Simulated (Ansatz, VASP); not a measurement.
## One calculation of Ti2Co, two programs

```
Ti Co
1.0
     0.00000    3.36500    3.36500
     3.36500    0.00000    3.36500
     3.36500    3.36500    0.00000
Ti Co
4 2
Direct
  0.12500 0.12500 0.12500
  0.62500 0.12500 0.12500
  0.12500 0.12500 0.62500
  0.12500 0.62500 0.12500
  0.50000 0.50000 0.50000
  0.75000 0.75000 0.75000
```

Alike in both runs: task single point; functional PBEsol; k mesh 10 × 10 × 10; occupations gaussian, width 0.1 eV; collinear spin.

|  | VASP | Ansatz |
| --- | --- | --- |
| version | VASP 6.6.1 | Ansatz 0.2.0 |
| potentials or method | VASP PAW PBE potentials, release 64 (Ti_sv, Co), cutoff 520 eV | scalar-relativistic, plane waves, PAW |
| valence electrons in the cell | 66 | 82 |

```tsv
	VASP	Ansatz	Ansatz less VASP
gap on the k mesh at the Fermi level (eV)	none	none	-
pressure (GPa)	15.9	16.0	+0.05
net moment per atom (μB)	0.19	0.19	+0.002
size of the moment on the site where the two differ most (μB)	0.52	0.54	+0.020
```

VASP's potentials were made for PBE, not for PBEsol. Site moments also hang on the region over which each program counts them. A gap of «none» marks a metal or a gap that the smearing closes. The functional is the same, so the differences come from potentials, cutoffs and numerics. VASP's potentials hold 66 valence electrons a cell and Ansatz's 82, so a difference there can come from the potentials and not from the codes.
